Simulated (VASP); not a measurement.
**Ni: electric field gradients with LDA**

Ni:

```
Ni
1.0
     0.00000    1.78256    1.78256
     1.78256    0.00000    1.78256
     1.78256    1.78256    0.00000
Ni
1
Direct
  0.00000 0.00000 0.00000
```

This cell differs from its parent crystal: volume scaled by 1.025.

```
Program                : VASP 6.6.1
Task                   : electric field gradients
Functional             : LDA
Potentials or basis    : VASP PAW LDA potentials, release 64 (Ni)
Cutoff                 : 520 eV
k mesh                 : 20 × 20 × 20
Occupations            : fermi-dirac, width 0.05 eV
Spin                   : collinear spin, ferromagnetic start
Starting moments       : [1.5] μB
Dipole correction      : no
Further INCAR settings : ALGO = Normal; EDIFF = 1e-08; NBANDS = 15
```

* Pressure: -22.8 GPa
* Net moment: 0.61 μB per cell
* Site moments: Ni +0.62 μB
* Valence electrons inside the program's atomic spheres: Ni 9.25

Levels at points of the mesh, in eV from the Fermi level:
Spin up:
```
           k point  band 2  band 3  band 4  band 5  band 6  band 7  band 8  band 9
(0.00, 0.00, 0.00)   -2.25   -2.25   -2.25   -1.16   -1.16   23.45   26.88   26.88
(0.50, 0.00, 0.00)   -2.25   -2.25   -0.52   -0.52   -0.17    5.43   21.99   23.87
(0.50, 0.50, 0.00)   -3.92   -0.49   -0.38   -0.38    2.44    8.92   14.41   14.41
```
Spin down:
```tsv
k point	band 2	band 3	band 4	band 5	band 6	band 7	band 8	band 9
(0.00, 0.00, 0.00)	-1.62	-1.62	-1.62	-0.58	-0.58	23.43	26.93	26.93
(0.50, 0.00, 0.00)	-1.68	-1.68	-0.15	0.14	0.14	5.81	21.96	23.98
(0.50, 0.50, 0.00)	-3.39	0.11	0.33	0.33	2.48	9.19	14.47	14.47
```

Run time: 91 s on 1 thread of AMD EPYC 7R43 64-Core Processor (Zen 3), with other jobs on the host, peak memory 0.14 GiB.

Caveat: without QUAD_EFG the Cq values of the log hold for a quadrupole moment of 1 mb, not for the nuclei.
